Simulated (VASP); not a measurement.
# BaSr3Ti4O12 (P4/mmm) in VASP: single point with r2SCAN

Aim: the single point of BaSr3Ti4O12 with r2SCAN.

Everything below comes from runs of VASP 6.6.1. Logs are shortened: lines on timing, memory, paths and dates and some standing lists are left out, and cuts for length are marked.

## 1. The cell of the first run

Symmetry: P4/mmm, No. 123, tetragonal system. The conventional cell has a = 3.929 Å, b = 3.929 Å, c = 15.716 Å, α = 90.00°, β = 90.00°, γ = 90.00°. Ba (site symmetry 4/mmm) has 12 O at 2.78 to 2.84 Å and 8 Ti at 3.44 Å within 3.7 Å. Within 3.6 Å of Sr (site symmetry 4mm) lie 12 O at 2.74 to 2.78 Å and 8 Ti at 3.39 Å. Within 3.6 Å of Sr (site symmetry 4/mmm) lie 12 O at 2.76 to 2.78 Å and 8 Ti at 3.39 Å. Ti (site symmetry 4mm) has 6 O at 1.94 to 2.02 Å within 2.6 Å. Within 2.6 Å of Ti (site symmetry 4mm) lie 6 O at 1.95 to 1.96 Å. Within 2.6 Å of O (site symmetry 2mm) lie 2 Ti at 1.96 Å. Within 2.6 Å of O (site symmetry 2mm) lie 2 Ti at 1.96 Å. O (site symmetry 4/mmm) has 2 Ti at 2.02 Å and 4 Ba at 2.78 Å and 8 O at 2.84 Å within 2.9 Å.

## 2. Single point, r2SCAN

Input file POSCAR:

```
BaSr3Ti4O12
1.0
    3.9290315180      0.0000000000      0.0000000000
    0.0000000000      3.9290315180      0.0000000000
    0.0000000000      0.0000000000     15.7162789540
Ba Sr Ti O
1 3 4 12
Direct
    0.0000000000      0.0000000000      0.0000000000
    0.0000000000      0.0000000000      0.2523776139
    0.0000000000      0.0000000000      0.5000000000
    0.0000000000      0.0000000000      0.7476223861
    0.5000000000      0.5000000000      0.1287891565
    0.5000000000      0.5000000000      0.3761714102
    0.5000000000      0.5000000000      0.6238285898
    0.5000000000      0.5000000000      0.8712108435
    0.0000000000      0.5000000000      0.1304055906
    0.0000000000      0.5000000000      0.3762031835
    0.0000000000      0.5000000000      0.6237968165
    0.0000000000      0.5000000000      0.8695944094
    0.5000000000      0.5000000000      0.0000000000
    0.5000000000      0.5000000000      0.2522251194
    0.5000000000      0.5000000000      0.5000000000
    0.5000000000      0.5000000000      0.7477748806
    0.5000000000      0.0000000000      0.1304055906
    0.5000000000      0.0000000000      0.3762031835
    0.5000000000      0.0000000000      0.6237968165
    0.5000000000      0.0000000000      0.8695944094
```

Input file INCAR.step1:

```
PREC     = Accurate       # precision mode
ENCUT    = 520            # plane-wave cutoff, eV
ISMEAR   = 0              # smearing method
SIGMA    = 0.02           # smearing width, eV
LREAL    = Auto         
LASPH    = T              # aspherical terms in the spheres
NELM     = 80             # most SCF steps
NBANDS   = 96             # bands
GGA      = PE             # functional
ALGO     = Normal         # electronic algorithm
EDIFF    = 1E-4           # SCF threshold, eV
LWAVE    = T              # write WAVECAR
LCHARG   = F              # write CHGCAR
```

Input file INCAR.step2:

```
PREC     = Accurate       # precision mode
ENCUT    = 520            # plane-wave cutoff, eV
EDIFF    = 1E-6           # SCF threshold, eV
ISMEAR   = 0              # smearing method
SIGMA    = 0.02           # smearing width, eV
LREAL    = Auto         
LASPH    = T              # aspherical terms in the spheres
NELM     = 80             # most SCF steps
ALGO     = Normal         # electronic algorithm
ISIF     = 2              # what is computed and relaxed
LWAVE    = F              # write WAVECAR
LCHARG   = T              # write CHGCAR
METAGGA  = R2SCAN         # meta-GGA
LMIXTAU  = T            
LELF     = T              # ELF
LVHAR    = T            
NBANDS   = 96             # bands
ISTART   = 1
```

Input file KPOINTS:

```
regular mesh
0
Gamma
  8 8 2
```

Potentials or basis: VASP PAW PBE potentials, release 64 (Ba_sv, Sr_sv, Ti_sv, O).

The run is started by

```console
$ cat potpaw_PBE.64/Ba_sv/POTCAR potpaw_PBE.64/Sr_sv/POTCAR potpaw_PBE.64/Ti_sv/POTCAR potpaw_PBE.64/O/POTCAR > POTCAR
$ cp INCAR.step1 INCAR
$ mpirun -np 1 vasp_std > vasp.out
$ cp INCAR.step2 INCAR
$ mpirun -np 1 vasp_std > vasp.out
```

OUTCAR:

```text
PREC = Accurate
   ENCUT = 520
   EDIFF = 1E-6
   ISMEAR = 0
   LREAL = Auto
   LASPH = T
   NELM = 80
   ISIF = 2
   METAGGA = R2SCAN
   ISTART = 1

 ion  position               nearest neighbor table
   1  0.000  0.000  0.000-  13 2.78  13 2.78  13 2.78  13 2.78  20 2.84   9 2.84  12 2.84  12 2.84
                             9 2.84  17 2.84  20 2.84  17 2.84   5 3.44   8 3.44   8 3.44   8 3.44
   2  0.000  0.000  0.252-   9 2.74  17 2.74   9 2.74  17 2.74  10 2.77  10 2.77  18 2.77  18 2.77
                            14 2.78  14 2.78  14 2.78  14 2.78   5 3.39   5 3.39   5 3.39   5 3.39
   3  0.000  0.000  0.500-  10 2.76  11 2.76  18 2.76  19 2.76  10 2.76  11 2.76  18 2.76  19 2.76
                            15 2.78  15 2.78  15 2.78  15 2.78   6 3.39   7 3.39   7 3.39   7 3.39
   4  0.000  0.000  0.748-  12 2.74  20 2.74  12 2.74  20 2.74  11 2.77  19 2.77  19 2.77  11 2.77
                            16 2.78  16 2.78  16 2.78  16 2.78   8 3.39   8 3.39   8 3.39   8 3.39
   5  0.500  0.500  0.129-  14 1.94   9 1.96  17 1.96  17 1.96   9 1.96  13 2.02   2 3.39   2 3.39
                             2 3.39   2 3.39   1 3.44   1 3.44   1 3.44   1 3.44
   6  0.500  0.500  0.376-  15 1.95  14 1.95  10 1.96  18 1.96  18 1.96  10 1.96   2 3.39   2 3.39
                             2 3.39   2 3.39   3 3.39   3 3.39   3 3.39   3 3.39
   7  0.500  0.500  0.624-  15 1.95  16 1.95  11 1.96  19 1.96  19 1.96  11 1.96   4 3.39   4 3.39
                             4 3.39   4 3.39   3 3.39   3 3.39   3 3.39   3 3.39
   8  0.500  0.500  0.871-  16 1.94  12 1.96  20 1.96  20 1.96  12 1.96  13 2.02   4 3.39   4 3.39
                             4 3.39   4 3.39   1 3.44   1 3.44   1 3.44   1 3.44
   9  0.000  0.500  0.130-   5 1.96   5 1.96   2 2.74   2 2.74   1 2.84   1 2.84
  10  0.000  0.500  0.376-   6 1.96   6 1.96   3 2.76   3 2.76   2 2.77   2 2.77
  11  0.000  0.500  0.624-   7 1.96   7 1.96   3 2.76   3 2.76   4 2.77   4 2.77
  12  0.000  0.500  0.870-   8 1.96   8 1.96   4 2.74   4 2.74   1 2.84   1 2.84
  13  0.500  0.500  0.000-   5 2.02   8 2.02   1 2.78   1 2.78   1 2.78   1 2.78
  14  0.500  0.500  0.252-   5 1.94   6 1.95   2 2.78   2 2.78   2 2.78   2 2.78
  15  0.500  0.500  0.500-   6 1.95   7 1.95   3 2.78   3 2.78   3 2.78   3 2.78
  16  0.500  0.500  0.748-   8 1.94   7 1.95   4 2.78   4 2.78   4 2.78   4 2.78
  17  0.500  0.000  0.130-   5 1.96   5 1.96   2 2.74   2 2.74   1 2.84   1 2.84
  18  0.500  0.000  0.376-   6 1.96   6 1.96   3 2.76   3 2.76   2 2.77   2 2.77
  19  0.500  0.000  0.624-   7 1.96   7 1.96   3 2.76   3 2.76   4 2.77   4 2.77
  20  0.500  0.000  0.870-   8 1.96   8 1.96   4 2.74   4 2.74   1 2.84   1 2.84

  LATTYP: Found a simple tetragonal cell.
 ALAT       =     3.9290315180
 C/A-ratio  =     4.0000389109

  Lattice vectors:

 A1 = (   3.9290315180,   0.0000000000,   0.0000000000)
 A2 = (   0.0000000000,   3.9290315180,   0.0000000000)
 A3 = (   0.0000000000,   0.0000000000,  15.7162789540)

Analysis of symmetry for initial positions (statically):
=====================================================================
 Subroutine PRICEL returns:
 Original cell was already a primitive cell.

[... 175 lines left out ...]
   IMIX   =      4    mixing-type and parameters
     AMIX     =   0.40;   BMIX     =  1.00
     AMIX_MAG =   1.60;   BMIX_MAG =  1.00
  volume/ion in A,a.u.               =      12.13        81.86
  Fermi-wavevector in a.u.,A,eV,Ry     =   1.424977  2.692816 27.627445  2.030560
  Thomas-Fermi vector in A             =   2.545411
   LORBIT       =      0    0 simple, 1 ext, 2 COOP (PROOUT), +10 PAW based schemes
   METAGGA = R2SCAN    functional components
   LHFCALC =     F    Hartree Fock is set to
   AEXX    =    0.0000 exact exchange contribution
   IVDW    =     0    specifies the selected vdW correction
   LEPSILON=     F    determine dielectric tensor
   LRPA    =     F    only Hartree local field effects (RPA)
 non-spin polarized calculation
 Gauss-broadening in eV      SIGMA  =   0.02
  energy-cutoff  :      520.00
  volume of cell :      242.62
 maximum number of plane-waves:      6579
 NGX is ok and might be reduce to    30
   NGX = 15   NGY = 15   NGZ = 59

 number of electron     159.9999985 magnetization

 Free energy of the ion-electron system (eV)
  ---------------------------------------------------
  ext. energy  EPLUGINS =         0.00000000
  ---------------------------------------------------
  free energy    TOTEN  =      -264.19819488 eV

  energy without entropy =     -264.19819488  energy(sigma->0) =     -264.19819488

 E-fermi :   4.0302     XC(G=0): -11.9332

 val. band max:        3.7745530673   @ k =   0.5000   0.5000   0.0000
 cond. band min:       6.0055700521   @ k =   0.0000   0.0000   0.0000
 fundamental gap:      2.2310169848
 Fermi energy:         4.0301903989

 k-point     1 :       0.0000    0.0000    0.0000
  band No.  band energies     occupation
      1     -54.9821      2.00000
      2     -54.9816      2.00000
      3     -54.9234      2.00000
      4     -54.9225      2.00000
      5     -30.2591      2.00000
      6     -30.2219      2.00000
[... 2269 lines left out ...]
     91       8.2134      0.00000
     92       8.3134      0.00000

 [... further k-points ...]

 [bands above 92 left out]

------------------------ aborting loop because EDIFF is reached ----------------------------------------

  FORCE on cell =-STRESS in cart. coord.  units (eV):
  Direction    XX          YY          ZZ          XY          YZ          ZX
  --------------------------------------------------------------------------------------
  -------------------------------------------------------------------------------------
  Total        1.8554973      1.8554973      1.8798921      0.0000000      0.0000000     -0.0000000
  in kB       12.2532179     12.2532179     12.4143146      0.0000000      0.0000000     -0.0000000
  external PRESSURE =      12.3069168 kB  Pullay stress =       0.0000000 kB

 VOLUME and BASIS-vectors are now :
 -----------------------------------------------------------------------------
  energy-cutoff  :      520.00
  volume of cell :      242.62
      direct lattice vectors                 reciprocal lattice vectors
     3.929031518  0.000000000  0.000000000     0.254515647  0.000000000  0.000000000
     0.000000000  3.929031518  0.000000000     0.000000000  0.254515647  0.000000000
     0.000000000  0.000000000 15.716278954     0.000000000  0.000000000  0.063628293

 POSITION                                       TOTAL-FORCE (eV/Angst)
 -----------------------------------------------------------------------------------
      0.00000      0.00000      0.00000         0.000000      0.000000     -0.000000
      0.00000      0.00000      3.96644         0.000000      0.000000      0.007278
      0.00000      0.00000      7.85814         0.000000      0.000000     -0.000000
      0.00000      0.00000     11.74984         0.000000      0.000000     -0.007278
      1.96452      1.96452      2.02409         0.000000      0.000000      0.007841
      1.96452      1.96452      5.91201         0.000000     -0.000000     -0.010166
[... 12 lines left out ...]
      1.96452      0.00000      9.80376         0.000000      0.000000     -0.008225
      1.96452      0.00000     13.66679        -0.000000      0.000000     -0.043021
 -----------------------------------------------------------------------------------
    total drift:                                0.000000      0.000000      0.000000

  FREE ENERGIE OF THE ION-ELECTRON SYSTEM (eV)
  ---------------------------------------------------
  free  energy   TOTEN  =      -264.1981948760 eV

  energy  without entropy=     -264.1981948760  energy(sigma->0) =     -264.19819488
```

OUTCAR.step1:

```text
PREC = Accurate
   ENCUT = 520
   ISMEAR = 0
   LREAL = Auto
   LASPH = T
[... 2571 lines left out ...]
      1.96452      1.96452      2.02409         0.000000     -0.000000     -0.045806
      1.96452      1.96452      5.91201         0.000000     -0.000000     -0.012338
[... 12 lines left out ...]
      1.96452      0.00000      9.80376         0.000000     -0.000000     -0.006587
      1.96452      0.00000     13.66679         0.000000     -0.000000     -0.032432
 -----------------------------------------------------------------------------------
    total drift:                                0.000000      0.000000      0.000000

  FREE ENERGIE OF THE ION-ELECTRON SYSTEM (eV)
  ---------------------------------------------------
  free  energy   TOTEN  =      -160.1774781005 eV

  energy  without entropy=     -160.1774781005  energy(sigma->0) =     -160.17747810
```

OSZICAR.step1:

```text
N       E                     dE             d eps       ncg     rms          rms(c)
DAV:   1     0.216007782330E+04    0.21601E+04   -0.80235E+04  5760   0.184E+03
DAV:   2     0.199679412764E+03   -0.19604E+04   -0.18577E+04  6064   0.544E+02
DAV:   3    -0.173383013101E+03   -0.37306E+03   -0.36045E+03  6936   0.218E+02
DAV:   4    -0.200389160119E+03   -0.27006E+02   -0.26934E+02  8368   0.612E+01
DAV:   5    -0.201980269696E+03   -0.15911E+01   -0.15903E+01  9256   0.121E+01    0.514E+01
DAV:   6    -0.159465372232E+03    0.42515E+02   -0.24136E+02  8272   0.767E+01    0.293E+01
DAV:   7    -0.160464034019E+03   -0.99866E+00   -0.40457E+01  7784   0.252E+01    0.191E+01
DAV:   8    -0.161542834802E+03   -0.10788E+01   -0.12444E+01  7960   0.204E+01    0.113E+01
DAV:   9    -0.160167493320E+03    0.13753E+01   -0.57527E+00  7944   0.149E+01    0.207E+00
DAV:  10    -0.160199288390E+03   -0.31795E-01   -0.59772E-01  7872   0.364E+00    0.151E+00
DAV:  11    -0.160183637867E+03    0.15651E-01   -0.98874E-02  8032   0.170E+00    0.674E-01
DAV:  12    -0.160177601843E+03    0.60360E-02   -0.45735E-02  8120   0.997E-01    0.289E-01
DAV:  13    -0.160177349216E+03    0.25263E-03   -0.61876E-03  8032   0.479E-01    0.104E-01
DAV:  14    -0.160177481715E+03   -0.13250E-03   -0.93043E-04  7584   0.124E-01    0.627E-02
DAV:  15    -0.160177478101E+03    0.36149E-05   -0.20573E-04  4264   0.662E-02
   1 F= -.16017748E+03 E0= -.16017748E+03  d E =-.268803E-11
```

It took 1.9 h on 1 thread of Oxide Virtual Turin-like, shared host; peak memory 0.61 GiB.

Results:

```yaml
Free_energy: -264.1982 eV
Pressure: 1.2 GPa
Largest_force: 0.043 eV/Å
Band_gap_on_the_k_mesh: 2.23 eV (least direct gap 2.49 eV)
```

Forces on the atoms (eV/Å):
```
Ba   0.000  0.000  0.000
Sr   0.000  0.000  0.007
Sr   0.000  0.000  0.000
Sr   0.000  0.000 -0.007
Ti   0.000  0.000  0.008
Ti   0.000  0.000 -0.010
Ti   0.000  0.000  0.010
Ti   0.000  0.000 -0.008
O    0.000  0.000  0.043
O    0.000  0.000  0.008
O    0.000  0.000 -0.008
O    0.000  0.000 -0.043
O    0.000  0.000  0.000
O    0.000  0.000  0.013
O    0.000  0.000  0.000
O    0.000  0.000 -0.013
O    0.000  0.000  0.043
O    0.000  0.000  0.008
O    0.000  0.000 -0.008
O    0.000  0.000 -0.043
```

Levels at points of the mesh, in eV from the valence-band top:
```
           k point  band 78  band 79  band 80  band 81  band 82  band 83
(0.00, 0.00, 0.00)    -0.34    -0.32    -0.32     2.23     2.24     2.24
(0.50, 0.00, 0.00)    -0.68    -0.56    -0.09     2.40     3.27     3.35
(0.50, 0.50, 0.00)     0.00     0.00     0.00     4.10     4.10     4.39
(0.00, 0.00, 0.50)    -0.46    -0.40    -0.40     2.24     2.27     2.36
(0.50, 0.00, 0.50)    -0.94    -0.26    -0.18     2.68     2.70     3.80
(0.50, 0.50, 0.50)    -0.08    -0.03    -0.01     4.16     4.16     4.20
```

Caveat: the PAW data sets were made with another functional, which shifts forces and pressure a little; spin-orbit coupling is left out, which moves the levels of the heavy elements.
